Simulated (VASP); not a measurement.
A run of VASP 6.6.1 is set up as follows.

INCAR

```
PREC     = Accurate       # precision mode
ENCUT    = 520            # plane-wave cutoff, eV
EDIFF    = 1E-6           # SCF threshold, eV
ISMEAR   = 0              # smearing method
SIGMA    = 0.15           # smearing width, eV
LREAL    = F              # projectors in reciprocal space
LASPH    = T              # aspherical terms in the spheres
NELM     = 60             # most SCF steps
ALGO     = Fast           # electronic algorithm
ISIF     = 2              # what is computed and relaxed
LWAVE    = F              # write WAVECAR
LCHARG   = F              # write CHGCAR
GGA      = PE             # functional
NBANDS   = 12             # bands
```

File KPOINTS:

```
Automatic mesh
0
Gamma
  20 20 20
```

Contents of POSCAR:

```
Ag
1.0
    0.0000000000      2.0431000000      2.0431000000
    2.0839620000      0.0000000000      2.0431000000
    2.0839620000      2.0431000000      0.0000000000
Ag
1
Direct
    0.0000000000      0.0000000000      0.0000000000
```

Potentials or basis: VASP PAW PBE potentials, release 64 (Ag).

Command:

```bash
$ cat potpaw_PBE.64/Ag/POTCAR > POTCAR
$ mpirun -np 1 vasp_std > vasp.out
```

Q: Predict the band gap on the k mesh.

A: Zero (an odd number of electrons rules out a gap without spin polarisation).

Q: Estimate the pressure.

A: 2.4 GPa.

Stress tensor (GPa, compression positive):
```
1.85 0.00 0.00
0.00 2.66 0.00
0.00 0.00 2.66
```

Caveat: the cell differs from its parent crystal (strain +0.0200 x Voigt [1, 0, 0, 0, 0, 0]).
